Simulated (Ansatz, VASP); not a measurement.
BN in VASP and in Ansatz

```
B N
1.0
     0.02266    1.81300    1.81300
     1.83566    0.00000    1.83566
     1.81300    1.81300    0.02266
B N
1 1
Direct
  0.00000 0.00000 0.00000
  0.75000 0.75000 0.75000
```

Change from the starting cell: strain +0.0250 x Voigt [0, 0, 0, 0, 1, 0], atoms carried along.

Alike in both runs: task single point; functional PBE; k mesh 12 × 12 × 12; occupations gaussian, width 0.05 eV; no spin polarisation.

|  | VASP | Ansatz |
| --- | --- | --- |
| version | VASP 6.6.1 | Ansatz 0.2.0 |
| potentials or method | VASP PAW PBE potentials, release 64 (B, N), cutoff 520 eV | scalar-relativistic, plane waves, PAW |
| valence electrons in the cell | 8 | 8 |

|  | VASP | Ansatz | Ansatz less VASP |
| --- | --- | --- | --- |
| gap on the k mesh at the Fermi level (eV) | 4.36 | 4.37 | +0.011 |
| least direct gap on the mesh (eV) | 8.40 | 8.41 | +0.010 |
| pressure (GPa) | 0.1 | -0.1 | -0.24 |
| traceless stress, the component that is largest in VASP (GPa) | -11.12 | -11.04 | +0.084 |
| rms of the force components (eV/Å) | 0.021 | 0.018 | -0.0026 |

Atom by atom the forces differ by 0.003 eV/Å (rms over components). With one functional, cell and mesh, what is left measures potentials, basis and numerics.
